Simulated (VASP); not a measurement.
# Ti (P6_3/mmc) in VASP: settings compared, part 2 of 3

VASP 6.6.1. Earlier steps stand in the parts before.

## (3) Single point, b88 exchange, pbe correlation, non-collinear spin, typed start (18.34 Å³/atom)

This run uses another cell than the first one, of 18.34 Å³/atom.

Input file INCAR:

```
SYSTEM = Ti
  PREC = Accurate
  ENCUT = 500
  EDIFF = 1E-6
  ISMEAR = 1
  SIGMA = 0.05
  LREAL = .FALSE.
  LASPH = .TRUE.
  NELM = 200
  ALGO = Normal
  ISIF = 2
  LWAVE = .FALSE.
  LCHARG = .FALSE.
  LNONCOLLINEAR = .TRUE.
  MAGMOM = 1 0 0 1 0 0
  LORBIT = 11
  LMAXMIX = 4
  GGA = LIBXC
  LIBXC1 = GGA_X_B88
  LIBXC2 = GGA_C_PBE
  NBANDS = 36
  GGA_COMPAT = .FALSE.
```

Input file KPOINTS:

```
Automatic mesh
0
G
  8 8 4
  0 0 0
```

Input file POSCAR:

```
Ti
1.0
    2.9888202413      0.0000000000      0.0000000000
   -1.4944101206      2.5883942563      0.0000000000
    0.0000000000      0.0000000000      4.7415860099
Ti
2
Direct
    0.6666666667      0.3333333333      0.7500000000
    0.3333333333      0.6666666667      0.2500000000
```

Potentials or basis: VASP PAW PBE potentials, release 64 (Ti_sv).

The run is started by

```
> cat potpaw_PBE.64/Ti_sv/POTCAR > POTCAR
> mpirun -np 1 vasp_ncl > vasp.out
```

Wall time 2.1 min (1 thread of AMD EPYC 9R45 (Zen 5), shared host); peak memory 0.29 GiB.

It converged, with:

- Free energy: -15.4309 eV
- Pressure: -6.0 GPa
- Band gap on the k mesh: zero (bands 24 and 25 overlap by 0.99 eV)
- Net moment: 0.00 μB per cell
- Valence electrons inside the program's atomic spheres: Ti 10.20

Stress tensor (GPa, compression positive):
```
-5.80  0.00  0.00
 0.00 -5.81  0.00
 0.00  0.00 -6.50
```

Levels at points of the mesh, in eV from the Fermi level:
| k point | band 20 | band 21 | band 22 | band 23 | band 24 | band 25 | band 26 | band 27 | band 28 | band 29 |
| --- | --- | --- | --- | --- | --- | --- | --- | --- | --- | --- |
| (0.00, 0.00, 0.00) | -2.58 | 0.63 | 0.63 | 0.71 | 0.71 | 0.71 | 0.71 | 0.80 | 0.80 | 1.16 |
| (0.50, 0.00, 0.00) | -2.02 | -1.73 | -1.73 | -0.68 | -0.68 | 0.45 | 0.45 | 0.55 | 0.55 | 1.06 |
| (0.00, 0.50, 0.00) | -2.02 | -1.73 | -1.73 | -0.68 | -0.68 | 0.45 | 0.45 | 0.55 | 0.55 | 1.06 |
| (0.00, 0.00, 0.50) | -4.29 | 0.05 | 0.05 | 0.05 | 0.05 | 0.62 | 0.62 | 0.62 | 0.62 | 0.62 |
| (0.50, 0.00, 0.50) | -2.42 | -0.78 | -0.78 | -0.78 | -0.78 | 1.18 | 1.18 | 1.18 | 1.18 | 1.60 |
| (0.00, 0.50, 0.50) | -2.42 | -0.78 | -0.78 | -0.78 | -0.78 | 1.18 | 1.18 | 1.18 | 1.18 | 1.60 |

Moments on the atoms (μB; x, y, z):
```
Ti  0.00 0.00 0.00
Ti  0.00 0.00 0.00
```

Caveat: the cell stands under tension; the PAW data sets were made with another functional, which shifts forces and pressure a little.

## (4) Single point, b88 exchange, pbe correlation, non-collinear spin, typed start (18.69 Å³/atom)

This run uses another cell than the first one, of 18.69 Å³/atom.

Input file INCAR:

```
SYSTEM = Ti
ALGO = Normal ; EDIFF = 1E-6
ENCUT = 500 ; GGA = LIBXC
GGA_COMPAT = .FALSE. ; ISIF = 2
ISMEAR = 1 ; LASPH = .TRUE.
LCHARG = .FALSE. ; LIBXC1 = GGA_X_B88
LIBXC2 = GGA_C_PBE ; LMAXMIX = 4
LNONCOLLINEAR = .TRUE. ; LORBIT = 11
LREAL = .FALSE. ; LWAVE = .FALSE.
MAGMOM = 1 0 0 1 0 0 ; NBANDS = 36
NELM = 200 ; PREC = Accurate
SIGMA = 0.05
```

Input file KPOINTS:

```
k-points
0
G
  8 8 4
  0 0 0
```

Input file POSCAR:

```
Ti
1.0
    3.0078578261      0.0000000000      0.0000000000
   -1.5039289131      2.6048812885      0.0000000000
    0.0000000000      0.0000000000      4.7717880089
Ti
2
Direct
    0.6666666667      0.3333333333      0.7500000000
    0.3333333333      0.6666666667      0.2500000000
```

Potentials or basis: VASP PAW PBE potentials, release 64 (Ti_sv).

The run is started by

```
> cat potpaw_PBE.64/Ti_sv/POTCAR > POTCAR
> mpirun -np 1 vasp_ncl > vasp.out
```

OUTCAR:

```text
SYSTEM = Ti
   EDIFF = 1E-6
   ENCUT = 500
   GGA = LIBXC
   ISIF = 2
   ISMEAR = 1
   LASPH = .TRUE.
   LNONCOLLINEAR = .TRUE.
   LORBIT = 11
   LREAL = .FALSE.
   NELM = 200
   PREC = Accurate

 ion  position               nearest neighbor table
   1  0.667  0.333  0.750-
   2  0.333  0.667  0.250-

  LATTYP: Found a hexagonal cell.
 ALAT       =     3.0078578261
 C/A-ratio  =     1.5864406780

  Lattice vectors:

 A1 = (   3.0078578261,   0.0000000000,   0.0000000000)
 A2 = (  -1.5039289131,   2.6048812885,   0.0000000000)
 A3 = (   0.0000000000,   0.0000000000,   4.7717880089)

Analysis of symmetry for initial positions (statically):
=====================================================================
 Subroutine PRICEL returns:
 Original cell was already a primitive cell.

 Routine SETGRP: Setting up the symmetry group for a
 hexagonal supercell.

 Subroutine GETGRP returns: Found 24 space group operations
 (whereof 12 operations were pure point group operations)
 out of a pool of 24 trial point group operations.

The static configuration has the point symmetry D_3d.
 The point group associated with its full space group is D_6h.

Analysis of symmetry for dynamics (positions and initial velocities):
=====================================================================
 Subroutine PRICEL returns:
 Original cell was already a primitive cell.

 Routine SETGRP: Setting up the symmetry group for a
 hexagonal supercell.

 Subroutine GETGRP returns: Found 24 space group operations
 (whereof 12 operations were pure point group operations)
 out of a pool of 24 trial point group operations.

The dynamic configuration has the point symmetry D_3d.
 The point group associated with its full space group is D_6h.

Analysis of structural, dynamic, and magnetic symmetry:
=====================================================================
 Subroutine PRICEL returns:
 Original cell was already a primitive cell.

 Routine SETGRP: Setting up the symmetry group for a
 hexagonal supercell.

 Subroutine GETGRP returns: Found  4 space group operations
 (whereof  4 operations were pure point group operations)
 out of a pool of 24 trial point group operations.

The overall configuration has the point symmetry C_2h.

 Subroutine INISYM returns: Found  4 space group operations
 (whereof  4 operations are pure point group operations),
 and found     1 'primitive' translations

----------------------------------------------------------------------------------------

                                     Primitive cell

  volume of cell :      37.3875

  direct lattice vectors                    reciprocal lattice vectors
     3.007857826  0.000000000  0.000000000     0.332462522  0.191947327  0.000000000
    -1.503928913  2.604881289  0.000000000     0.000000000  0.383894654  0.000000000
     0.000000000  0.000000000  4.771788009     0.000000000  0.000000000  0.209565052

  length of vectors
     3.007857826  3.007857826  4.771788009     0.383894654  0.383894654  0.209565052

  position of ions in fractional coordinates (direct lattice)
     0.666666667  0.333333333  0.750000000
     0.333333333  0.666666667  0.250000000

  ion indices of the primitive-cell ions
[... 79 lines left out ...]
   IBRION =     -1    ionic relax: 0-MD 1-quasi-New 2-CG
   NFREE  =      0    steps in history (QN), initial steepest desc. (CG)
   ISIF   =      2    stress and relaxation
   ISYM   =      2    0-nonsym 1-usesym 2-fastsym
   POTIM  = 0.5000    time-step for ionic-motion
   TEBEG  =    0.0;   TEEND  =   0.0 temperature during run
   PSTRESS=    0.0 pullay stress
   NELECT =      24.0000    total number of electrons
   NUPDOWN=      -1.0000    fix difference up-down
   EMIN   =  10.00;   EMAX   =-10.00  energy-range for DOS
   EFERMI =   0.00;   METHOD = LEGACY
   ISMEAR =     1;   SIGMA  =   0.05  broadening in eV -4-tet -1-fermi 0-gaus
   EFERMI_NEDOS =   21; number of points for ismear=-14 and -15
   IALGO  =     38    algorithm
   IMIX   =      4    mixing-type and parameters
     AMIX     =   0.40;   BMIX     =  1.00
     AMIX_MAG =   1.60;   BMIX_MAG =  1.00
  volume/ion in A,a.u.               =      18.69       126.15
  Fermi-wavevector in a.u.,A,eV,Ry     =   1.412222  2.668714 27.135083  1.994372
  Thomas-Fermi vector in A             =   2.533993
   LORBIT       =     11    0 simple, 1 ext, 2 COOP (PROOUT), +10 PAW based schemes
   GGA     = LIBXC    functional components
   LHFCALC =     F    Hartree Fock is set to
   AEXX    =    0.0000 exact exchange contribution
   IVDW    =     0    specifies the selected vdW correction
   LEPSILON=     F    determine dielectric tensor
   LRPA    =     F    only Hartree local field effects (RPA)
 Methfessel and Paxton  Order N= 1 SIGMA  =   0.05
  energy-cutoff  :      500.00
  volume of cell :       37.39
 maximum number of plane-waves:      1940
 NGX is ok and might be reduce to    24
   NGX = 11   NGY = 11   NGZ = 17

 number of electron      23.9999996 magnetization      -0.0084859     -0.0000000     -0.0000000

 number of electron      23.9999996 magnetization      -0.0036168     -0.0000000      0.0000000

 number of electron      23.9999996 magnetization       0.0014476      0.0000000     -0.0000000

 number of electron      23.9999996 magnetization       0.0004766      0.0000000      0.0000000

 Free energy of the ion-electron system (eV)
  ---------------------------------------------------
  ext. energy  EPLUGINS =         0.00000000
  ---------------------------------------------------
  free energy    TOTEN  =       -15.40123943 eV

  energy without entropy =      -15.40051449  energy(sigma->0) =      -15.40099779

 E-fermi :   7.5684     XC(G=0): -11.1668

 val. band max:        7.5562676061   @ k =   0.0000   0.1250   0.0000
 cond. band min:       7.5786044677   @ k =   0.3750   0.2500   0.2500
 fundamental gap:      0.0223368616
 Fermi energy:         7.5683849431

 k-point     1 :       0.0000    0.0000    0.0000
  band No.  band energies     occupation
      1     -49.4202      1.00000
      2     -49.4200      1.00000
      3     -49.3196      1.00000
      4     -49.3194      1.00000
      5     -25.9508      1.00000
      6     -25.9506      1.00000
[... 925 lines left out ...]
     35       9.4511      0.00000
     36       9.4513      0.00000

 [... further k-points ...]

------------------------ aborting loop because EDIFF is reached ----------------------------------------

  FORCE on cell =-STRESS in cart. coord.  units (eV):
  Direction    XX          YY          ZZ          XY          YZ          ZX
  --------------------------------------------------------------------------------------
  -------------------------------------------------------------------------------------
  Total       -1.7494463     -1.7494468     -1.8530824      0.0000000      0.0000081     -0.0000000
  in kB      -74.9695330    -74.9695573    -79.4106839      0.0000000      0.0003475     -0.0000000
  external PRESSURE =     -76.4499247 kB  Pullay stress =       0.0000000 kB

 VOLUME and BASIS-vectors are now :
 -----------------------------------------------------------------------------
  energy-cutoff  :      500.00
  volume of cell :       37.39
      direct lattice vectors                 reciprocal lattice vectors
     3.007857826  0.000000000  0.000000000     0.332462522  0.191947327  0.000000000
    -1.503928913  2.604881289  0.000000000     0.000000000  0.383894654  0.000000000
     0.000000000  0.000000000  4.771788009     0.000000000  0.000000000  0.209565052

 POSITION                                       TOTAL-FORCE (eV/Angst)
 -----------------------------------------------------------------------------------
      1.50393      0.86829      3.57884         0.000000     -0.000002      0.000004
     -0.00000      1.73659      1.19295        -0.000000      0.000002     -0.000004
 -----------------------------------------------------------------------------------
    total drift:                               -0.000000      0.000000     -0.000000

  FREE ENERGIE OF THE ION-ELECTRON SYSTEM (eV)
  ---------------------------------------------------
  free  energy   TOTEN  =       -15.4012394342 eV

  energy  without entropy=      -15.4005144880  energy(sigma->0) =      -15.40099779

 total charge

# of ion       s       p       d       tot
------------------------------------------
    1        2.235   6.105   1.839  10.179
    2        2.235   6.105   1.839  10.179
--------------------------------------------------
tot          4.470  12.210   3.678  20.358

 magnetization (x)

# of ion       s       p       d       tot
------------------------------------------
    1       -0.000   0.000   0.000   0.000
    2       -0.000   0.000   0.000   0.000
--------------------------------------------------
tot         -0.000   0.000   0.000   0.000

 magnetization (y)

# of ion       s       p       d       tot
------------------------------------------
    1        0.000  -0.000  -0.000  -0.000
    2        0.000  -0.000  -0.000  -0.000
--------------------------------------------------
tot          0.000  -0.000  -0.000  -0.000

 magnetization (z)

# of ion       s       p       d       tot
------------------------------------------
    1        0.000   0.000   0.000   0.000
    2        0.000   0.000   0.000   0.000
--------------------------------------------------
tot          0.000   0.000   0.000   0.000
```

stdout:

```text
POSCAR found type information on POSCAR Ti
 POSCAR found :  1 types and       2 ions
 scaLAPACK will be used
 -----------------------------------------------------------------------------
|                                                                             |
|                                                                             |
|     You enforced a specific xc type in the INCAR file but a different       |
|     I HOPE YOU KNOW WHAT YOU ARE DOING!                                     |
|                                                                             |
 -----------------------------------------------------------------------------

 LDA part: xc-table for (None,None), standard interpolation
 POSCAR, INCAR and KPOINTS ok, starting setup
 FFT: planning ... GRIDC
 FFT: planning ... GRID_SOFT
 FFT: planning ... GRID
 WAVECAR not read
 entering main loop
```

It took 2 min on 1 thread of AMD EPYC 9R45 (Zen 5), shared host; peak memory 0.29 GiB.

Results:

```
Free energy                                           : -15.4012 eV
Pressure                                              : -7.6 GPa
Band gap on the k mesh                                : zero (bands 24 and 25 overlap by 0.98 eV)
Net moment                                            : 0.00 μB per cell
Valence electrons inside the program's atomic spheres : Ti 10.18
```

Stress tensor (GPa, compression positive):
```
-7.50  0.00  0.00
 0.00 -7.50  0.00
 0.00  0.00 -7.94
```

Moments on the atoms (μB; x, y, z):
```
Ti  0.00 0.00 0.00
Ti  0.00 0.00 0.00
```

Caveat: the cell stands under tension; the PAW data sets were made with another functional, which shifts forces and pressure a little.

(Continued in part 3 of 3.)

The gap in the log of VASP goes by the Fermi energy; the results here count the filled bands.